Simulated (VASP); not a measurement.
Runs of VASP 6.6.1 on SnO. The structure is that of space group P4/nmm (No. 129), or close to it. The cells are those of the table. 

```csv
cell,k mesh,smearing,gap on the mesh (eV),pressure (GPa),largest force (eV/Å)
"a = 3.799, b = 3.799, c = 4.841 Å, 4 atoms",6 × 6 × 4,gaussian 0.1 eV,(a),(b),0.15
"a = 3.784, b = 3.784, c = 4.697 Å, 4 atoms",10 × 10 × 8,gaussian 0.01 eV,none,2.6,0.14
"a = 3.809, b = 3.809, c = 4.931 Å, 4 atoms",10 × 10 × 8,gaussian 0.01 eV,0.37,0.6,0.14
"a = 3.798, b = 3.798, c = 4.811 Å, 4 atoms",10 × 10 × 8,gaussian 0.01 eV,0.14,1.5,0.15
```

Alike in all rows: task single point; level r2SCAN; potentials or basis VASP PAW PBE potentials, release 64 (Sn_d, O); no spin polarisation; cutoff (eV) 520.

Task: Estimate the missing entries.

Result: (a) 0.18; (b) 1.3.

Caveats: the PAW data sets were made with another functional, which shifts forces and pressure a little; spin-orbit coupling is left out, which moves the levels of the heavy elements.

A k mesh can miss the band edges, and the runs leave out spin-orbit coupling on Sn.

A gap of «none» marks levels without a gap at the run's occupations.
